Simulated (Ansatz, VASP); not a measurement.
One calculation of B2O, two programs

```
B O
1.0
     2.62498    0.00000    0.00000
    -1.31249    2.27330    0.00000
     0.00000    0.00000   10.91400
B O
4 2
Cartesian
  0.0000 0.0000 4.5886
  0.0000 0.0000 6.3254
  1.3125 0.7578 0.1375
  0.0000 1.5155 10.7765
  1.3125 0.7578 4.0455
  0.0000 1.5155 6.8685
```

Alike in both runs: functional PBE; k mesh 9 × 9 × 4; occupations gaussian, width 0.1 eV; no spin polarisation.

Ansatz relaxed the structure, and its values are those at the end. VASP's run is a single point on that final structure, the one shown.

|  | VASP | Ansatz |
| --- | --- | --- |
| version | VASP 6.6.1 | Ansatz 0.2.0 |
| potentials or method | VASP PAW PBE potentials, release 64 (B, O), cutoff 520 eV | scalar-relativistic, plane waves, PAW |
| valence electrons in the cell | 24 | 24 |

|  | VASP | Ansatz | Ansatz less VASP |
| --- | --- | --- | --- |
| gap on the k mesh at the Fermi level (eV) | none | none | - |
| pressure (GPa) | 0.2 | 0.1 | -0.13 |
| rms of the force components (eV/Å) | 0.010 | 0.004 | -0.0061 |

A gap of «none» marks a metal or a gap that the smearing closes. With one functional, cell and mesh, what is left measures potentials, basis and numerics. Ansatz's warnings: structure snapped to symmetry.
